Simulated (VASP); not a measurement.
# Sb (R-3m) in VASP: notebook

Aim: see how the results for Sb move with the level of theory and the settings. Levels: r2SCAN, r2SCAN+rVV10, PBE. Tasks: single point, relaxation of cell and atoms.

All numbers are computed with VASP 6.6.1; they aren't measurements. Logs are shortened: lines on timing, memory, paths and dates and some standing lists are left out, and cuts for length are marked.

**1. The cell of the first run**

Symmetry: R-3m, No. 166, trigonal system. The conventional cell has a = 4.329 Å, b = 4.329 Å, c = 11.482 Å, α = 90.00°, β = 90.00°, γ = 120.00°. Sb (site symmetry 3m) has 6 Sb at 2.91 to 3.42 Å within 3.8 Å.

**2. Single point, r2SCAN**

Contents of POSCAR:

```
Sb
1.0
    2.1647005704      1.2497904571      3.8274116321
   -2.1647005704      1.2497904571      3.8274116321
    0.0000000000     -2.4995809141      3.8274116321
Sb
2
Direct
    0.2315156446      0.2315156446      0.2315156446
    0.7684843554      0.7684843554      0.7684843554
```

Contents of INCAR.step1:

```
SYSTEM = Sb
ALGO = Normal
EDIFF = 1E-4
ENCUT = 520
GGA = PE
ISMEAR = -1
LASPH = .True.
LCHARG = .False.
LREAL = .False.
LWAVE = .True.
NBANDS = 12
NELM = 80
PREC = Accurate
SIGMA = 0.02
```

Contents of INCAR.step2:

```
SYSTEM = Sb
ALGO = Normal
EDIFF = 1E-6
ENCUT = 520
ISIF = 2
ISMEAR = -1
ISTART = 1
LASPH = .True.
LCHARG = .False.
LMIXTAU = .True.
LREAL = .False.
LWAVE = .False.
METAGGA = R2SCAN
NBANDS = 12
NELM = 80
PREC = Accurate
SIGMA = 0.02
```

Contents of KPOINTS:

```
k-points
0
Gamma
  8 8 8
  0 0 0
```

Potentials or basis: VASP PAW PBE potentials, release 64 (Sb).

Command:

```
cat potpaw_PBE.64/Sb/POTCAR > POTCAR
cp INCAR.step1 INCAR
mpirun -np 1 vasp_std > vasp.out
cp INCAR.step2 INCAR
mpirun -np 1 vasp_std > vasp.out
```

OUTCAR:

```text
SYSTEM = Sb
   EDIFF = 1E-6
   ENCUT = 520
   ISIF = 2
   ISMEAR = -1
   ISTART = 1
   LASPH = .True.
   LREAL = .False.
   METAGGA = R2SCAN
   NELM = 80
   PREC = Accurate

 ion  position               nearest neighbor table
   1  0.232  0.232  0.232-   2 2.91   2 2.91   2 2.91   2 3.42   2 3.42   2 3.42
   2  0.768  0.768  0.768-   1 2.91   1 2.91   1 2.91   1 3.42   1 3.42   1 3.42

  LATTYP: Found a trigonal (rhomboedric) cell.
 ALAT       =     4.5713219694
 COS(alpha) =     0.5515210772

  Lattice vectors:

 A1 = (   2.1647005704,   1.2497904571,   3.8274116321)
 A2 = (  -2.1647005704,   1.2497904571,   3.8274116321)
 A3 = (   0.0000000000,  -2.4995809141,   3.8274116321)

Analysis of symmetry for initial positions (statically):
=====================================================================
 Subroutine PRICEL returns:
 Original cell was already a primitive cell.

 Routine SETGRP: Setting up the symmetry group for a
 trigonal (rhombohedral) supercell.

 Subroutine GETGRP returns: Found 12 space group operations
 (whereof 12 operations were pure point group operations)
 out of a pool of 12 trial point group operations.

The static configuration has the point symmetry D_3d.

Analysis of symmetry for dynamics (positions and initial velocities):
=====================================================================
 Subroutine PRICEL returns:
 Original cell was already a primitive cell.

 Routine SETGRP: Setting up the symmetry group for a
 trigonal (rhombohedral) supercell.

 Subroutine GETGRP returns: Found 12 space group operations
 (whereof 12 operations were pure point group operations)
 out of a pool of 12 trial point group operations.

The dynamic configuration has the point symmetry D_3d.

 Subroutine INISYM returns: Found 12 space group operations
 (whereof 12 operations are pure point group operations),
 and found     1 'primitive' translations

----------------------------------------------------------------------------------------

                                     Primitive cell

  volume of cell :      62.1286

  direct lattice vectors                    reciprocal lattice vectors
     2.164700570  1.249790457  3.827411632     0.230978828  0.133355688  0.087091059
    -2.164700570  1.249790457  3.827411632    -0.230978828  0.133355688  0.087091059
     0.000000000 -2.499580914  3.827411632     0.000000000 -0.266711377  0.087091059

  length of vectors
     4.571321969  4.571321969  4.571321969     0.280570510  0.280570510  0.280570510

  position of ions in fractional coordinates (direct lattice)
     0.231515645  0.231515645  0.231515645
     0.768484355  0.768484355  0.768484355

  ion indices of the primitive-cell ions
   primitive index   ion index
                 1           1
                 2           2

----------------------------------------------------------------------------------------

 KPOINTS: k-points

Automatic generation of k-mesh.
 Grid dimensions read from file:
 generate k-points for:    8    8    8

 Generating k-lattice:

  Cartesian coordinates                     Fractional coordinates (reciprocal lattice)
     0.028872353  0.016669461  0.010886382     0.125000000  0.000000000 -0.000000000
    -0.028872353  0.016669461  0.010886382     0.000000000  0.125000000 -0.000000000
     0.000000000 -0.033338922  0.010886382    -0.000000000 -0.000000000  0.125000000

  Length of vectors
     0.035071314  0.035071314  0.035071314

  Shift w.r.t. Gamma in fractional coordinates (k-lattice)
     0.000000000  0.000000000  0.000000000

 Subroutine IBZKPT returns following result:
 ===========================================

 Found     65 irreducible k-points:

 Following reciprocal coordinates:
            Coordinates               Weight
  0.000000  0.000000  0.000000      1.000000
  0.125000 -0.000000  0.000000      6.000000
  0.250000 -0.000000  0.000000      6.000000
  0.375000 -0.000000 -0.000000      6.000000
  0.500000 -0.000000  0.000000      3.000000
  0.125000  0.125000  0.000000      6.000000
[... 16 lines left out ...]
  0.250000  0.125000  0.125000      6.000000
  0.375000  0.125000  0.125000      6.000000
 [... further k-points ...]
   k-points           NKPTS =     65   k-points in BZ     NKDIM =     65   number of bands    NBANDS=     12
   number of dos      NEDOS =    301   number of ions     NIONS =      2
   total plane-waves  NPLWV =  46656
   dimension x,y,z NGX =    36 NGY =   36 NGZ =   36
   dimension x,y,z NGXF=    72 NGYF=   72 NGZF=   72
   ions per type =               2
   NGX,Y,Z   is equivalent  to a cutoff of  13.09, 13.09, 13.09 a.u.
   NGXF,Y,Z  is equivalent  to a cutoff of  26.18, 26.18, 26.18 a.u.
 SYSTEM =  Sb
   PREC   = accura    normal or accurate (medium, high low for compatibility)
   ISTART =      1    job   : 0-new  1-cont  2-samecut
   ICHARG =      0    charge: 1-file 2-atom 10-const
   ISPIN  =      1    spin polarized calculation?
   LNONCOLLINEAR =      F non collinear calculations
   LSORBIT =      F    spin-orbit coupling
   LASPH  =      T    aspherical Exc in radial PAW
   ENCUT  =  520.0 eV  38.22 Ry    6.18 a.u.   8.50  8.50  8.50*2*pi/ulx,y,z
   NELM   =     80;   NELMIN=  2; NELMDL=  0     # of ELM steps
   EDIFF  = 0.1E-05   stopping-criterion for ELM
   LREAL  =      F    real-space projection
   EDIFFG = 0.1E-04   stopping-criterion for IOM
   NSW    =      0    number of steps for IOM
   IBRION =     -1    ionic relax: 0-MD 1-quasi-New 2-CG
   NFREE  =      0    steps in history (QN), initial steepest desc. (CG)
   ISIF   =      2    stress and relaxation
   ISYM   =      2    0-nonsym 1-usesym 2-fastsym
   POTIM  = 0.5000    time-step for ionic-motion
   TEBEG  =    0.0;   TEEND  =   0.0 temperature during run
   PSTRESS=    0.0 pullay stress
   NELECT =      10.0000    total number of electrons
   NUPDOWN=      -1.0000    fix difference up-down
   EMIN   =  10.00;   EMAX   =-10.00  energy-range for DOS
   EFERMI =   0.00;   METHOD = LEGACY
   ISMEAR =    -1;   SIGMA  =   0.02  broadening in eV -4-tet -1-fermi 0-gaus
   EFERMI_NEDOS =   21; number of points for ismear=-14 and -15
   IALGO  =     38    algorithm
   IMIX   =      4    mixing-type and parameters
     AMIX     =   0.40;   BMIX     =  1.00
     AMIX_MAG =   1.60;   BMIX_MAG =  1.00
  volume/ion in A,a.u.               =      31.06       209.63
  Fermi-wavevector in a.u.,A,eV,Ry     =   0.890521  1.682841 10.789805  0.793028
  Thomas-Fermi vector in A             =   2.012223
   LORBIT       =      0    0 simple, 1 ext, 2 COOP (PROOUT), +10 PAW based schemes
   METAGGA = R2SCAN    functional components
   LHFCALC =     F    Hartree Fock is set to
   AEXX    =    0.0000 exact exchange contribution
   IVDW    =     0    specifies the selected vdW correction
   LEPSILON=     F    determine dielectric tensor
   LRPA    =     F    only Hartree local field effects (RPA)
 non-spin polarized calculation
  energy-cutoff  :      520.00
  volume of cell :       62.13
 maximum number of plane-waves:      1687
 NGX is ok and might be reduce to    36
   NGX = 17   NGY = 17   NGZ = 17

 number of electron      10.0000000 magnetization

 Free energy of the ion-electron system (eV)
  ---------------------------------------------------
  ext. energy  EPLUGINS =         0.00000000
  ---------------------------------------------------
  free energy    TOTEN  =       -51.39538132 eV

  energy without entropy =      -51.39469198  energy(sigma->0) =      -51.39503665

 E-fermi :   7.0682     XC(G=0):  -9.8566

 val. band max:        7.0558209748   @ k =   0.3750   0.2500   0.2500
 cond. band min:       7.1188151110   @ k =   0.3750   0.1250   0.1250
 fundamental gap:      0.0629941362
 Fermi energy:         7.0681955059

 k-point     1 :       0.0000    0.0000    0.0000
  band No.  band energies     occupation
      1      -6.2685      2.00000
      2       1.9611      2.00000
      3       4.6874      2.00000
      4       4.9408      2.00000
      5       4.9408      2.00000
      6       8.8465      0.00000
      7       9.5940      0.00000
      8       9.5940      0.00000
      9      12.4478      0.00000
     10      12.4478      0.00000
     11      12.7092      0.00000
     12      14.0479      0.00000

 k-point     2 :       0.1250   -0.0000    0.0000
  band No.  band energies     occupation
      1      -6.0908      2.00000
      2       1.1974      2.00000
      3       4.7167      2.00000
      4       4.8841      2.00000
      5       5.2303      2.00000
      6       8.8241      0.00000
      7       9.2168      0.00000
      8       9.2579      0.00000
      9      11.8528      0.00000
     10      12.3651      0.00000
     11      12.4851      0.00000
     12      15.0887      0.00000

 k-point     3 :       0.2500   -0.0000    0.0000
  band No.  band energies     occupation
      1      -5.5634      2.00000
      2      -0.3223      2.00000
      3       4.6957      2.00000
      4       4.7716      2.00000
      5       5.7383      2.00000
      6       8.1945      0.00000
      7       8.4431      0.00000
      8       8.5056      0.00000
      9      12.1777      0.00000
     10      12.7561      0.00000
     11      13.2994      0.00000
     12      17.1365      0.00000

 k-point     4 :       0.3750   -0.0000   -0.0000
  band No.  band energies     occupation
      1      -4.7142      2.00000
      2      -1.9116      2.00000
      3       4.6903      2.00000
      4       4.7501      2.00000
      5       6.1796      2.00000
      6       7.3938      0.00000
      7       7.6214      0.00000
      8       7.8650      0.00000
      9      13.3490      0.00000
     10      14.3013      0.00000
     11      14.8253      0.00000
     12      17.2144      0.00000

 k-point     5 :       0.5000   -0.0000    0.0000
  band No.  band energies     occupation
      1      -3.8793      2.00000
      2      -3.0120      2.00000
      3       4.6656      2.00000
      4       4.8042      2.00000
      5       6.5867      2.00000
      6       6.8134      1.99999
      7       7.2889      0.00003
      8       7.6231      0.00000
      9      14.8553      0.00000
     10      15.2945      0.00000
     11      16.4666      0.00000
     12      16.5252      0.00000
[... 228 lines left out ...]
      1      -3.8685      2.00000
      2      -1.4653      2.00000
      3       1.4392      2.00000
      4       3.0449      2.00000
      5       3.0893      2.00000
      6       8.5955      0.00000
      7      11.9358      0.00000
      8      12.7597      0.00000
      9      13.9779      0.00000
     10      15.8950      0.00000
     11      17.4210      0.00000
     12      17.7622      0.00000

 k-point    22 :       0.1250    0.1250    0.1250
  band No.  band energies     occupation
      1      -6.1315      2.00000
      2       1.1190      2.00000
      3       4.9775      2.00000
      4       4.9775      2.00000
      5       5.3069      2.00000
      6       8.7947      0.00000
      7       9.1460      0.00000
      8       9.1460      0.00000
      9      12.3247      0.00000
     10      12.6304      0.00000
     11      12.6304      0.00000
     12      14.8072      0.00000

 k-point    23 :       0.2500    0.1250    0.1250
  band No.  band energies     occupation
      1      -5.8660      2.00000
      2       0.3618      2.00000
      3       3.9633      2.00000
      4       5.2389      2.00000
      5       6.3127      2.00000
      6       8.0999      0.00000
      7       8.2276      0.00000
      8       9.8776      0.00000
      9      12.1137      0.00000
     10      12.5472      0.00000
     11      13.3449      0.00000
     12      14.8006      0.00000

 k-point    24 :       0.3750    0.1250    0.1250
  band No.  band energies     occupation
      1      -5.2603      2.00000
      2      -0.8685      2.00000
      3       3.3548      2.00000
      4       5.1016      2.00000
      5       7.0438      1.54417
      6       7.1188      0.14743
      7       7.7539      0.00000
      8      10.0438      0.00000
      9      12.2634      0.00000
     10      13.2633      0.00000
     11      14.4035      0.00000
     12      16.3386      0.00000

 [... further k-points ...]
[... 5 lines left out ...]
  --------------------------------------------------------------------------------------
  -------------------------------------------------------------------------------------
  Total        0.3548311      0.3548311      0.3509489     -0.0000000      0.0000000      0.0000000
  in kB        9.1504140      9.1504140      9.0503002     -0.0000000      0.0000000      0.0000000
  external PRESSURE =       9.1170427 kB  Pullay stress =       0.0000000 kB

 VOLUME and BASIS-vectors are now :
 -----------------------------------------------------------------------------
  energy-cutoff  :      520.00
  volume of cell :       62.13
      direct lattice vectors                 reciprocal lattice vectors
     2.164700570  1.249790457  3.827411632     0.230978828  0.133355688  0.087091059
    -2.164700570  1.249790457  3.827411632    -0.230978828  0.133355688  0.087091059
     0.000000000 -2.499580914  3.827411632     0.000000000 -0.266711377  0.087091059

 POSITION                                       TOTAL-FORCE (eV/Angst)
 -----------------------------------------------------------------------------------
      0.00000      0.00000      2.65832         0.000000      0.000000      0.114152
      0.00000      0.00000      8.82392         0.000000     -0.000000     -0.114152
 -----------------------------------------------------------------------------------
    total drift:                                0.000000     -0.000000      0.000000

  FREE ENERGIE OF THE ION-ELECTRON SYSTEM (eV)
  ---------------------------------------------------
  free  energy   TOTEN  =       -51.3953813193 eV

  energy  without entropy=      -51.3946919801  energy(sigma->0) =      -51.39503665
```

It took 2.3 min on 1 thread of Intel Xeon Platinum 8488C (Sapphire Rapids), shared host; peak memory 0.23 GiB.

What came out:

```yaml
Free_energy: -51.3954 eV
Pressure: 0.9 GPa
Largest_force: 0.114 eV/Å
Band_gap_on_the_k_mesh: zero (band 5 reaches 7.06 eV, above the bottom of band 6 at 6.81 eV)
```

Forces in eV/Å, atoms in the order of the input:
```
Sb   0.000  0.000  0.114
Sb   0.000  0.000 -0.114
```

Caveat: the PAW data sets were made with another functional, which shifts forces and pressure a little; spin-orbit coupling is left out, which moves the levels of the heavy elements.

**3. Relaxation of cell and atoms, r2SCAN+rVV10**

This run uses another cell than the first one, of 30.08 Å³/atom, 0.968 times its volume.

Contents of POSCAR:

```
Sb
1.0
    2.1604782743      1.2473527133      3.7208431444
   -2.1604782743      1.2473527133      3.7208431444
    0.0000000000     -2.4947054265      3.7208431444
Sb
2
Direct
    0.2344242706      0.2344242706      0.2344242706
    0.7655757294      0.7655757294      0.7655757294
```

Contents of INCAR.step1:

```
  PREC = Accurate
  ENCUT = 600
  ISMEAR = -1
  SIGMA = 0.02
  LREAL = F
  LASPH = T
  NELM = 80
  GGA = PE
  ALGO = Normal
  EDIFF = 1E-4
  LWAVE = T
  LCHARG = F
```

Contents of INCAR.step2:

```
  PREC = Accurate
  ENCUT = 600
  EDIFF = 1E-6
  ISMEAR = -1
  SIGMA = 0.02
  LREAL = F
  LASPH = T
  NELM = 80
  ALGO = Normal
  ISIF = 3
  LWAVE = F
  LCHARG = F
  METAGGA = R2SCAN
  LMIXTAU = T
  LUSE_VDW = T
  IVDW_NL = 2
  BPARAM = 11.95
  CPARAM = 0.0093
  IBRION = 2
  NSW = 80
  EDIFFG = -0.005
  ISTART = 1
```

Contents of KPOINTS:

```
regular mesh
0
Gamma
  6 6 6
```

Potentials or basis: VASP PAW PBE potentials, release 64 (Sb).

Command:

```
cat potpaw_PBE.64/Sb/POTCAR > POTCAR
cp INCAR.step1 INCAR
mpirun -np 1 vasp_std > vasp.out
cp INCAR.step2 INCAR
mpirun -np 1 vasp_std > vasp.out
```

Run time: 22 min. Hardware: 1 thread of Intel Xeon Platinum 8488C (Sapphire Rapids), shared host; peak memory 0.4 GiB.

It converged, with:

```
Free energy                            : -51.1029 eV
Relaxed volume                         : 31.18 Å³/atom
Relaxed cell                           : a = 4.575 Å, b = 4.575 Å, c = 4.575 Å, α = 56.57°, β = 56.57°, γ = 56.57°
Space group after relaxing (to 0.05 Å) : R-3m (No. 166)
Energy gained by relaxing              : 4.7 meV/atom
Ionic steps                            : 16
Pressure after relaxing                : 0.0 GPa
Band gap on the k mesh                 : zero (band 5 reaches 6.92 eV, above the bottom of band 6 at 6.74 eV)
```

The path:
| step | energy change (eV) | largest force (eV/Å) | pressure (GPa) | volume (Å³) |
| --- | --- | --- | --- | --- |
| 1 | 0.0000 | 0.0838 | 0.99 | 60.16 |
| 2 | -0.0035 | 0.1806 | -0.46 | 61.80 |
| 3 | -0.0039 | 0.1533 | -0.13 | 61.39 |
| 4 | -0.0062 | 0.0973 | -0.02 | 61.58 |
| 5 | -0.0084 | 0.0753 | 0.25 | 62.07 |
| 6 | -0.0085 | 0.0326 | 0.20 | 61.97 |
| 7 | -0.0091 | 0.0113 | -0.18 | 62.56 |
| 8 | -0.0091 | 0.0147 | -0.13 | 62.48 |
| 9 | -0.0094 | 0.0174 | 0.04 | 62.36 |
| 10 | -0.0094 | 0.0144 | 0.03 | 62.37 |
| 11 | -0.0094 | 0.0011 | -0.04 | 62.42 |
| 12 | -0.0094 | 0.0042 | -0.04 | 62.41 |
| 13 | -0.0094 | 0.0067 | -0.02 | 62.40 |
| 14 | -0.0094 | 0.0062 | -0.02 | 62.41 |
| 15 | -0.0094 | 0.0057 | -0.02 | 62.41 |
| 16 | -0.0094 | 0.0016 | -0.01 | 62.37 |

Final structure:
```
Sb
1.0
     2.16826    1.25184    3.82965
    -2.16826    1.25184    3.82965
     0.00000   -2.50369    3.82965
Sb
2
Direct
  0.23180 0.23180 0.23180
  0.76820 0.76820 0.76820
```

Levels at points of the mesh, in eV from the Fermi level:
| k point | band 1 | band 2 | band 3 | band 4 | band 5 | band 6 | band 7 | band 8 | band 9 |
| --- | --- | --- | --- | --- | --- | --- | --- | --- | --- |
| (0.00, 0.00, 0.00) | -13.21 | -5.03 | -2.29 | -2.02 | -2.02 | 1.90 | 2.62 | 2.62 | 5.43 |
| (0.50, 0.00, 0.00) | -10.82 | -9.98 | -2.27 | -2.15 | -0.41 | -0.18 | 0.27 | 0.60 | 7.83 |
| (0.50, 0.50, 0.00) | -10.81 | -8.41 | -5.55 | -3.94 | -3.87 | 1.61 | 4.94 | 5.73 | 6.97 |
| (0.50, 0.50, 0.50) | -11.77 | -9.21 | -1.55 | -1.55 | -0.48 | 0.16 | 0.16 | 1.25 | 7.19 |

Caveat: the PAW data sets were made with another functional, which shifts forces and pressure a little; spin-orbit coupling is left out, which moves the levels of the heavy elements.

**4. Single point, PBE, non-collinear spin, zero start, spin-orbit coupling**

Contents of INCAR:

```
SYSTEM = Sb
  PREC = Accurate
  ENCUT = 520
  EDIFF = 1E-7
  ISMEAR = -1
  SIGMA = 0.02
  LREAL = .False.
  LASPH = .True.
  NELM = 150
  ALGO = Normal
  ISIF = 2
  LWAVE = .False.
  LCHARG = .True.
  MAGMOM = 0 0 0 0 0 0
  LORBIT = 11
  LSORBIT = .True.
  GGA_COMPAT = .False.
  LORBMOM = .True.
  GGA = PE
  LVHAR = .True.
  NBANDS = 22
```

Contents of KPOINTS:

```
regular mesh
0
Gamma
  8 8 8
  0 0 0
```

Contents of POSCAR:

```
Sb
1.0
    2.1647005704      1.2497904571      3.8274116321
   -2.1647005704      1.2497904571      3.8274116321
    0.0000000000     -2.4995809141      3.8274116321
Sb
2
Direct
    0.2315156446      0.2315156446      0.2315156446
    0.7684843554      0.7684843554      0.7684843554
```

Command:

```
cat potpaw_PBE.64/Sb/POTCAR > POTCAR
mpirun -np 1 vasp_ncl > vasp.out
```

Run time: 5.1 min. Hardware: 1 thread of Intel Xeon Platinum 8488C (Sapphire Rapids), shared host; peak memory 0.44 GiB.

It converged, with:

* Free energy: -8.4031 eV
* Pressure: 1.9 GPa
* Largest force: 0.273 eV/Å
* Net moment: 0.00 μB per cell
* Valence electrons inside the program's atomic spheres: Sb 2.40

Forces on the atoms (eV/Å):
```
Sb   0.000  0.000  0.273
Sb   0.000  0.000 -0.273
```

Stress tensor (GPa, compression positive):
```
2.18 0.00 0.00
0.00 2.18 0.00
0.00 0.00 1.50
```

Moments on the atoms (μB; x, y, z):
```
Sb  0.00 0.00 0.00
Sb  0.00 0.00 0.00
```

(Part 1 of 2 ends here.)
